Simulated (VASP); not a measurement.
H18CO10, 29 atoms in the cell. The cell holds a disordered packing, 29 atoms: a = 6.485 Å, b = 6.485 Å, c = 6.485 Å, α = 90.00°, β = 90.00°, γ = 90.00°. 

| Item | Value |
| --- | --- |
| Program | VASP 6.6.1 |
| Task | single point |
| Functional | PBE |
| Dispersion | D3(BJ) |
| Potentials or basis | VASP PAW PBE potentials, release 64 (O, H, C) |
| Cutoff | 520 eV |
| k mesh | 1 × 1 × 1 |
| Occupations | fermi-dirac, width 0.05 eV |
| Spin | no spin polarisation |
| Dipole correction | no |
| Further INCAR settings | LREAL = Auto; ALGO = Normal; EDIFF = 1e-06; NBANDS = 61 |

Potentials or basis: VASP PAW PBE potentials, release 64 (O, H, C).

The run is started by

```console
$ cat potpaw_PBE.64/O/POTCAR potpaw_PBE.64/H/POTCAR potpaw_PBE.64/C/POTCAR > POTCAR
$ mpirun -np 1 vasp_gam > vasp.out
```

Hardware: 1 thread of Intel Xeon 8259CL, on a shared host.

**Question.** Estimate the wall time of this run.

**Answer.** It took 74 s on 1 thread of Intel Xeon 8259CL, with other jobs on the host, peak memory 0.31 GiB. Counts: scf iterations 15, k points 1.
